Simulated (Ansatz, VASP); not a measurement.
## Ni in VASP and in Ansatz

Contents of INCAR:

```
SYSTEM = Ni
PREC     = Accurate       ! precision mode
ENCUT    = 520            ! plane-wave cutoff, eV
EDIFF    = 1E-7           ! SCF threshold, eV
ISMEAR   = -1             ! smearing method
SIGMA    = 0.15           ! smearing width, eV
LREAL    = .False.        ! projectors in reciprocal space
LASPH    = .True.         ! aspherical terms in the spheres
NELM     = 150            ! most SCF steps
ALGO     = Normal         ! electronic algorithm
ISIF     = 2              ! what is computed and relaxed
LWAVE    = .False.        ! write WAVECAR
LCHARG   = .True.         ! write CHGCAR
ISPIN    = 2              ! spin polarisation
MAGMOM   = 1.5            ! initial moments
LORBIT   = 11             ! projections on sites
LMAXMIX  = 4              ! l up to which the mixer works
GGA      = PE             ! functional
LELF     = .True.         ! ELF
LVHAR    = .True.       
NBANDS   = 15             ! bands
```

KPOINTS

```
Automatic mesh
0
Gamma
  18 18 18
  0 0 0
```

Contents of POSCAR:

```
Ni
1.0
   -1.4009198426      1.4009198426      1.4009198426
    1.4009198426     -1.4009198426      1.4009198426
    1.4009198426      1.4009198426     -1.4009198426
Ni
1
Direct
    0.0000000000      0.0000000000      0.0000000000
```

Input for Ansatz:

```yaml
crystal:
  lattice:
    - [-1.4009198426, 1.4009198426, 1.4009198426]
    - [1.4009198426, -1.4009198426, 1.4009198426]
    - [1.4009198426, 1.4009198426, -1.4009198426]
  atoms:
    - { symbol: Ni, position: [0.0, 0.0, 0.0], spin: 1.5 }
magnetization:
  spin_polarized: true
kpoints:
  mp_grid: { grid: [18, 18, 18] }
scf:
  occupations: { method: fermi_dirac, width: 0.15 }
hamiltonian:
  xc: pbe
  pseudopotentials: { kind: all_electron, lapw: { basis_error: 0.0005 } }
output:
  forces: true
  stress: true
  eigenvalues: true
```

Alike in both runs: task single point; functional PBE; k mesh 18 × 18 × 18; occupations fermi-dirac, width 0.15 eV; collinear spin.

|  | VASP | Ansatz |
| --- | --- | --- |
| version | VASP 6.6.1 | Ansatz 0.2.0 |
| potentials or method | VASP PAW PBE potentials, release 64 (Ni), cutoff 520 eV | all-electron LAPW, scalar-relativistic |

|  | VASP | Ansatz | Ansatz less VASP |
| --- | --- | --- | --- |
| pressure (GPa) | 0.4 | 0.5 | +0.10 |
| net moment per atom (μB) | 0.47 | 0.49 | +0.020 |
| size of the moment on the site where the two differ most (μB) | 0.48 | 0.51 | +0.033 |

Site moments also hang on the region over which each program counts them. Ansatz ran all-electron here, and VASP with PAW potentials.
